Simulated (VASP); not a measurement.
Mn, 2 atoms in the cell. Symmetry: Im-3m, No. 229, cubic system. Conventional cell: a = 2.880 Å, b = 2.880 Å, c = 2.880 Å, α = 90.00°, β = 90.00°, γ = 90.00°. Mn (site symmetry m-3m) has 14 Mn at 2.49 to 2.88 Å within 3.3 Å. 

| Property | Result |
| --- | --- |
| Program | VASP 6.6.1 |
| Task | single point |
| Functional | PBE |
| Potentials or basis | VASP PAW PBE potentials, release 64 (Mn_pv) |
| Cutoff | 500 eV |
| k mesh | 4 × 4 × 4 |
| Occupations | fermi-dirac, width 0.1 eV |
| Spin | collinear spin, antiferromagnetic start |
| Starting moments | [2.5, -2.5] μB |
| Dipole correction | no |
| Further INCAR settings | ALGO = Normal; EDIFF = 1e-06; NBANDS = 24 |

Potentials or basis: VASP PAW PBE potentials, release 64 (Mn_pv).

Launch:

```sh
$ cat potpaw_PBE.64/Mn_pv/POTCAR > POTCAR
$ mpirun -np 1 vasp_std > vasp.out
```

Hardware: 1 thread of Intel Xeon 8259CL, on a shared host.

**Question.** Estimate the wall time of this run.

**Answer.** It took 40 s on 1 thread of Intel Xeon 8259CL (shared host), peak memory 0.15 GiB. Counts: scf iterations 18, k points 10.
